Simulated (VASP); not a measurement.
# Os2F (R-3m) in VASP: single point with PBE

Aim: the single point of Os2F with PBE.

Program: VASP 6.6.1. These are calculated values, not measurements. Logs are shortened: lines on timing, memory, paths and dates and some standing lists are left out, and cuts for length are marked.

## Step 1: The cell of the first run

Symmetry: R-3m, No. 166, trigonal system. Conventional cell: a = 2.744 Å, b = 2.744 Å, c = 18.497 Å, α = 90.00°, β = 90.00°, γ = 120.00°. Os (site symmetry 3m) has 9 Os at 2.53 to 2.74 Å and 3 F at 2.63 Å within 3.3 Å. Within 3.5 Å of F (site symmetry -3m) lie 6 Os at 2.63 Å and 6 F at 2.74 Å.

## Step 2: Single point, PBE

Input file INCAR:

```
ALGO = Normal
EDIFF = 1E-6
ENCUT = 700
GGA = PE
GGA_COMPAT = F
ISIF = 2
ISMEAR = 0
LASPH = T
LCHARG = F
LREAL = F
LWAVE = F
NBANDS = 26
NELM = 120
PREC = Accurate
SIGMA = 0.1
```

Input file KPOINTS:

```
k-points
0
Gamma
  6 6 6
```

Input file POSCAR:

```
Os2F
1.0
    1.3717827608      0.7919991462      6.1656053540
   -1.3717827608      0.7919991462      6.1656053540
    0.0000000000     -1.5839982924      6.1656053540
Os F
2 1
Direct
    0.7798634127      0.7798634127      0.7798634127
    0.2201365873      0.2201365873      0.2201365873
    0.0000000000      0.0000000000      0.0000000000
```

Potentials or basis: VASP PAW PBE potentials, release 64 (Os_sv_GW, F).

On the command line:

```sh
> cat potpaw_PBE.64/Os_sv_GW/POTCAR potpaw_PBE.64/F/POTCAR > POTCAR
> mpirun -np 1 vasp_std > vasp.out
```

OUTCAR:

```text
EDIFF = 1E-6
   ENCUT = 700
   GGA = PE
   ISIF = 2
   ISMEAR = 0
   LASPH = T
   LREAL = F
   NELM = 120
   PREC = Accurate

 ion  position               nearest neighbor table
   1  0.780  0.780  0.780-   2 2.53   2 2.53   2 2.53
   2  0.220  0.220  0.220-   1 2.53   1 2.53   1 2.53
   3  0.000  0.000  0.000-

  LATTYP: Found a trigonal (rhomboedric) cell.
 ALAT       =     6.3658259458
 COS(alpha) =     0.9071266401

  Lattice vectors:

 A1 = (   1.3717827608,   0.7919991462,   6.1656053540)
 A2 = (  -1.3717827608,   0.7919991462,   6.1656053540)
 A3 = (   0.0000000000,  -1.5839982924,   6.1656053540)

Analysis of symmetry for initial positions (statically):
=====================================================================
 Subroutine PRICEL returns:
 Original cell was already a primitive cell.

 Routine SETGRP: Setting up the symmetry group for a
 trigonal (rhombohedral) supercell.

 Subroutine GETGRP returns: Found 12 space group operations
 (whereof 12 operations were pure point group operations)
 out of a pool of 12 trial point group operations.

The static configuration has the point symmetry D_3d.

Analysis of symmetry for dynamics (positions and initial velocities):
=====================================================================
 Subroutine PRICEL returns:
 Original cell was already a primitive cell.

 Routine SETGRP: Setting up the symmetry group for a
 trigonal (rhombohedral) supercell.

 Subroutine GETGRP returns: Found 12 space group operations
 (whereof 12 operations were pure point group operations)
 out of a pool of 12 trial point group operations.

The dynamic configuration has the point symmetry D_3d.

 Subroutine INISYM returns: Found 12 space group operations
 (whereof 12 operations are pure point group operations),
 and found     1 'primitive' translations

----------------------------------------------------------------------------------------

                                     Primitive cell

  volume of cell :      40.1918

  direct lattice vectors                    reciprocal lattice vectors
     1.371782761  0.791999146  6.165605354     0.364489199  0.210437937  0.054063359
    -1.371782761  0.791999146  6.165605354    -0.364489199  0.210437937  0.054063359
[... 81 lines left out ...]
   ISPIN  =      1    spin polarized calculation?
   LNONCOLLINEAR =      F non collinear calculations
   LSORBIT =      F    spin-orbit coupling
   LASPH  =      T    aspherical Exc in radial PAW
   ENCUT  =  700.0 eV  51.45 Ry    7.17 a.u.  13.73 13.73 13.73*2*pi/ulx,y,z
   NELM   =    120;   NELMIN=  2; NELMDL= -5     # of ELM steps
   EDIFF  = 0.1E-05   stopping-criterion for ELM
   LREAL  =      F    real-space projection
   EDIFFG = 0.1E-04   stopping-criterion for IOM
   NSW    =      0    number of steps for IOM
   IBRION =     -1    ionic relax: 0-MD 1-quasi-New 2-CG
   NFREE  =      0    steps in history (QN), initial steepest desc. (CG)
   ISIF   =      2    stress and relaxation
   ISYM   =      2    0-nonsym 1-usesym 2-fastsym
   POTIM  = 0.5000    time-step for ionic-motion
   TEBEG  =    0.0;   TEEND  =   0.0 temperature during run
   PSTRESS=    0.0 pullay stress
   NELECT =      39.0000    total number of electrons
   NUPDOWN=      -1.0000    fix difference up-down
   EMIN   =  10.00;   EMAX   =-10.00  energy-range for DOS
   EFERMI =   0.00;   METHOD = LEGACY
   ISMEAR =     0;   SIGMA  =   0.10  broadening in eV -4-tet -1-fermi 0-gaus
   EFERMI_NEDOS =   21; number of points for ismear=-14 and -15
   IALGO  =     38    algorithm
   IMIX   =      4    mixing-type and parameters
     AMIX     =   0.40;   BMIX     =  1.00
     AMIX_MAG =   1.60;   BMIX_MAG =  1.00
  volume/ion in A,a.u.               =      13.40        90.41
  Fermi-wavevector in a.u.,A,eV,Ry     =   1.620755  3.062783 35.740418  2.626847
  Thomas-Fermi vector in A             =   2.714642
   LORBIT       =      0    0 simple, 1 ext, 2 COOP (PROOUT), +10 PAW based schemes
   GGA     = PE    functional components
   LHFCALC =     F    Hartree Fock is set to
   AEXX    =    0.0000 exact exchange contribution
   IVDW    =     0    specifies the selected vdW correction
   LEPSILON=     F    determine dielectric tensor
   LRPA    =     F    only Hartree local field effects (RPA)
 non-spin polarized calculation
 Gauss-broadening in eV      SIGMA  =   0.10
  energy-cutoff  :      700.00
  volume of cell :       40.19
 maximum number of plane-waves:      1703
   NGX = 27   NGY = 27   NGZ = 27

 number of electron      39.0000001 magnetization

 Free energy of the ion-electron system (eV)
  ---------------------------------------------------
  ext. energy  EPLUGINS =         0.00000000
  ---------------------------------------------------
  free energy    TOTEN  =       -26.55354355 eV

  energy without entropy =      -26.54275164  energy(sigma->0) =      -26.54814760

 E-fermi :   9.6777     XC(G=0): -13.0505

 val. band max:        9.6653357028   @ k =   0.3333   0.3333   0.0000
 cond. band min:       9.6837937209   @ k =  -0.3333   0.3333   0.3333
 fundamental gap:      0.0184580181
 Fermi energy:         9.6776936393

 k-point     1 :       0.0000    0.0000    0.0000
  band No.  band energies     occupation
      1     -77.1700      2.00000
      2     -77.0545      2.00000
      3     -37.0946      2.00000
      4     -36.2005      2.00000
      5     -36.1247      2.00000
      6     -36.1247      2.00000
[... 685 lines left out ...]
     25      18.2612      0.00000
     26      19.3509      0.00000

 [... further k-points ...]

------------------------ aborting loop because EDIFF is reached ----------------------------------------

  FORCE on cell =-STRESS in cart. coord.  units (eV):
  Direction    XX          YY          ZZ          XY          YZ          ZX
  --------------------------------------------------------------------------------------
  -------------------------------------------------------------------------------------
  Total       -0.0760362     -0.0760362      0.0664444      0.0000000     -0.0000000      0.0000000
  in kB       -3.0310544     -3.0310544      2.6486954      0.0000000     -0.0000000      0.0000000
  external PRESSURE =      -1.1378045 kB  Pullay stress =       0.0000000 kB

 VOLUME and BASIS-vectors are now :
 -----------------------------------------------------------------------------
  energy-cutoff  :      700.00
  volume of cell :       40.19
      direct lattice vectors                 reciprocal lattice vectors
     1.371782761  0.791999146  6.165605354     0.364489199  0.210437937  0.054063359
    -1.371782761  0.791999146  6.165605354    -0.364489199  0.210437937  0.054063359
     0.000000000 -1.583998292  6.165605354     0.000000000 -0.420875875  0.054063359

 POSITION                                       TOTAL-FORCE (eV/Angst)
 -----------------------------------------------------------------------------------
      0.00000      0.00000     14.42499         0.000000      0.000000     -0.057338
      0.00000      0.00000      4.07183         0.000000     -0.000000      0.057338
      0.00000      0.00000      0.00000         0.000000      0.000000     -0.000000
 -----------------------------------------------------------------------------------
    total drift:                                0.000000     -0.000000      0.000000

  FREE ENERGIE OF THE ION-ELECTRON SYSTEM (eV)
  ---------------------------------------------------
  free  energy   TOTEN  =       -26.5535435508 eV

  energy  without entropy=      -26.5427516442  energy(sigma->0) =      -26.54814760
```

It took 3.2 min on 1 thread of AMD EPYC 7R13 (Zen 3), shared host; peak memory 0.4 GiB.

What came out:

```yaml
Free_energy: -26.5535 eV
Pressure: -0.1 GPa
Largest_force: 0.057 eV/Å
Band_gap_on_the_k_mesh: zero (an odd number of electrons rules out a gap without spin polarisation)
```

Forces on the atoms (eV/Å):
```
Os   0.000  0.000 -0.057
Os   0.000  0.000  0.057
F    0.000  0.000  0.000
```

Caveat: the k points lie up to 0.44 Å⁻¹ apart, too coarse for converged energies and pressures of a metal; spin-orbit coupling is left out, which moves the levels of the heavy elements; an odd number of electrons without spin polarisation forces a metal; a magnetic or distorted state may lie lower.
